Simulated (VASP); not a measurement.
# RbBr in VASP: further runs, part 2 of 2

VASP 6.6.1. The steps go on from the part before.

### Step 4. Single point, PBE (atoms displaced along a vibrational mode)

File INCAR:

```
SYSTEM = RbBr
ALGO = Normal ; EDIFF = 1E-7
ENCUT = 520 ; GGA = PE
ISIF = 2 ; ISMEAR = 0
LASPH = .True. ; LCHARG = .False.
LREAL = .False. ; LWAVE = .False.
NBANDS = 15 ; NELM = 80
PREC = Accurate ; SIGMA = 0.05
```

File KPOINTS:

```
k-points
0
Gamma
  6 6 6
  0 0 0
```

File POSCAR:

```
RbBr
1.0
    4.1929021031      0.0000000000      0.0000000000
    0.0000000000      4.1929021031      0.0000000000
    0.0000000000      0.0000000000      4.1929021031
Rb Br
1 1
Direct
   -0.0694336317      0.0000000000      0.0000000000
    0.5742683689      0.5000000000      0.5000000000
```

Potentials or basis: VASP PAW PBE potentials, release 64 (Rb_sv, Br).

Command:

```bash
> cat potpaw_PBE.64/Rb_sv/POTCAR potpaw_PBE.64/Br/POTCAR > POTCAR
> mpirun -np 1 vasp_std > vasp.out
```

OUTCAR:

```text
SYSTEM = RbBr
   EDIFF = 1E-7
   ENCUT = 520
   GGA = PE
   ISIF = 2
   ISMEAR = 0
   LASPH = .True.
   LREAL = .False.
   NELM = 80
   PREC = Accurate

 ion  position               nearest neighbor table
   1  0.931  0.000  0.000-   2 3.32   2 3.32   2 3.32   2 3.32   2 4.01   2 4.01   2 4.01   2 4.01

   2  0.574  0.500  0.500-   1 3.32   1 3.32   1 3.32   1 3.32   1 4.01   1 4.01   1 4.01   1 4.01

  LATTYP: Found a simple cubic cell.
 ALAT       =     4.1929021031

  Lattice vectors:

 A1 = (   4.1929021031,   0.0000000000,   0.0000000000)
 A2 = (   0.0000000000,   4.1929021031,   0.0000000000)
 A3 = (   0.0000000000,   0.0000000000,   4.1929021031)

Analysis of symmetry for initial positions (statically):
=====================================================================
 Subroutine PRICEL returns:
 Original cell was already a primitive cell.

 Routine SETGRP: Setting up the symmetry group for a
 simple cubic supercell.

 Subroutine GETGRP returns: Found  8 space group operations
 (whereof  8 operations were pure point group operations)
 out of a pool of 48 trial point group operations.

The static configuration has the point symmetry C_4v.

Analysis of symmetry for dynamics (positions and initial velocities):
=====================================================================
 Subroutine PRICEL returns:
 Original cell was already a primitive cell.

 Routine SETGRP: Setting up the symmetry group for a
 simple cubic supercell.

 Subroutine GETGRP returns: Found  8 space group operations
 (whereof  8 operations were pure point group operations)
 out of a pool of 48 trial point group operations.

The dynamic configuration has the point symmetry C_4v.

 Subroutine INISYM returns: Found  8 space group operations
 (whereof  8 operations are pure point group operations),
 and found     1 'primitive' translations

[... 120 lines left out ...]
   LHFCALC =     F    Hartree Fock is set to
   AEXX    =    0.0000 exact exchange contribution
   IVDW    =     0    specifies the selected vdW correction
   LEPSILON=     F    determine dielectric tensor
   LRPA    =     F    only Hartree local field effects (RPA)
 non-spin polarized calculation
 Gauss-broadening in eV      SIGMA  =   0.05
  energy-cutoff  :      520.00
  volume of cell :       73.71
 maximum number of plane-waves:      2008
 NGX is ok and might be reduce to    32
   NGX = 15   NGY = 15   NGZ = 15

 number of electron      16.0000001 magnetization

 Free energy of the ion-electron system (eV)
  ---------------------------------------------------
  ext. energy  EPLUGINS =         0.00000000
  ---------------------------------------------------
  free energy    TOTEN  =        -5.88929708 eV

  energy without entropy =       -5.88929708  energy(sigma->0) =       -5.88929708

 E-fermi :  -0.6298     XC(G=0):  -7.6705

 val. band max:       -0.9525944645   @ k =   0.0000   0.5000   0.5000
 cond. band min:       3.0442329067   @ k =   0.0000   0.0000   0.0000
 fundamental gap:      3.9968273712
 Fermi energy:        -0.6297550365

 k-point     1 :       0.0000    0.0000    0.0000
  band No.  band energies     occupation
      1     -25.9644      2.00000
      2     -13.5041      2.00000
      3      -9.9735      2.00000
      4      -9.9735      2.00000
      5      -9.9606      2.00000
      6      -1.1739      2.00000
      7      -1.1026      2.00000
      8      -1.1026      2.00000
      9       3.0442      0.00000
     10       4.6451      0.00000
     11       5.4172      0.00000
     12       8.6883      0.00000
     13       9.2196      0.00000
     14       9.2196      0.00000
[... 401 lines left out ...]
      2     -13.4485      2.00000
      3     -10.1482      2.00000
      4     -10.0124      2.00000
      5      -9.9407      2.00000
      6      -2.0104      2.00000
      7      -1.3963      2.00000
      8      -1.3914      2.00000
      9       5.3987      0.00000
     10       5.9556      0.00000
     11       6.7778      0.00000
     12       7.2802      0.00000
     13       7.6223      0.00000
     14       8.8227      0.00000
     15      10.6779      0.00000

 [... further k-points ...]

------------------------ aborting loop because EDIFF is reached ----------------------------------------

  FORCE on cell =-STRESS in cart. coord.  units (eV):
  Direction    XX          YY          ZZ          XY          YZ          ZX
  --------------------------------------------------------------------------------------
  -------------------------------------------------------------------------------------
  Total        0.4800650      0.8059790      0.8059790     -0.0000000      0.0000000      0.0000000
  in kB       10.4343752     17.5182277     17.5182277     -0.0000000      0.0000000      0.0000000
  external PRESSURE =      15.1569435 kB  Pullay stress =       0.0000000 kB

 VOLUME and BASIS-vectors are now :
 -----------------------------------------------------------------------------
  energy-cutoff  :      520.00
  volume of cell :       73.71
      direct lattice vectors                 reciprocal lattice vectors
     4.192902103  0.000000000  0.000000000     0.238498294  0.000000000  0.000000000
     0.000000000  4.192902103  0.000000000     0.000000000  0.238498294  0.000000000
     0.000000000  0.000000000  4.192902103     0.000000000  0.000000000  0.238498294

 POSITION                                       TOTAL-FORCE (eV/Angst)
 -----------------------------------------------------------------------------------
      3.90177      0.00000      0.00000         0.401132      0.000000     -0.000000
      2.40785      2.09645      2.09645        -0.401132     -0.000000      0.000000
 -----------------------------------------------------------------------------------
    total drift:                               -0.000006      0.000000     -0.000001

  FREE ENERGIE OF THE ION-ELECTRON SYSTEM (eV)
  ---------------------------------------------------
  free  energy   TOTEN  =        -5.8892970776 eV

  energy  without entropy=       -5.8892970776  energy(sigma->0) =       -5.88929708
```

Wall time 33 s (1 thread of Intel Xeon Platinum 8488C (Sapphire Rapids), shared host); peak memory 0.19 GiB.

Results:

* Free energy: -5.8893 eV
* Pressure: 1.5 GPa
* Largest force: 0.401 eV/Å
* Band gap on the k mesh: 4.00 eV (least direct gap 4.15 eV)

Forces on the atoms (eV/Å):
```
Rb   0.401  0.000  0.000
Br  -0.401  0.000  0.000
```

Stress tensor (GPa, compression positive):
```
1.04 0.00 0.00
0.00 1.75 0.00
0.00 0.00 1.75
```

Levels at points of the mesh, in eV from the valence-band top:
```tsv
k point	band 4	band 5	band 6	band 7	band 8	band 9	band 10	band 11	band 12	band 13
(0.00, 0.00, 0.00)	-9.02	-9.01	-0.22	-0.15	-0.15	4.00	5.60	6.37	9.64	10.17
(0.50, 0.00, 0.00)	-8.98	-8.98	-1.52	-0.18	-0.18	6.58	7.04	7.66	9.28	9.28
(0.00, 0.50, 0.00)	-9.02	-8.97	-1.54	-0.30	-0.06	6.51	6.69	7.50	8.04	9.95
(0.50, 0.50, 0.00)	-9.18	-8.94	-1.02	-0.94	-0.12	5.47	6.29	8.06	8.31	10.15
(0.00, 0.50, 0.50)	-9.31	-8.98	-0.93	-0.93	0.00	5.49	6.71	8.12	8.12	11.13
(0.50, 0.50, 0.50)	-9.24	-9.24	-1.14	-1.10	-1.10	7.34	7.34	8.34	9.58	10.40
```

Caveat: the cell differs from its parent crystal (atoms displaced along a vibrational mode). A k mesh can miss the band edges.

### Step 5. The runs side by side

| cell | gap on the mesh (eV) | pressure (GPa) | largest force (eV/Å) |
| --- | --- | --- | --- |
| a = 4.137, b = 4.137, c = 4.193 Å, 2 atoms, atomic positions A | 4.05 | 2.0 | 0.46 |
| a = 4.193 Å, 2 atoms, atomic positions B | 3.94 | 3.8 | 0.68 |
| a = 4.193 Å, 2 atoms, atomic positions A | 4.00 | 1.5 | 0.40 |

Alike in all rows: task single point; level PBE; potentials or basis VASP PAW PBE potentials, release 64 (Rb_sv, Br); no spin polarisation; k mesh 6 × 6 × 6; cutoff (eV) 520; smearing gaussian 0.05 eV.

Caveats: the cell stands under pressure (at least some runs).

Absolute energies hang on the potentials; compare differences alone.
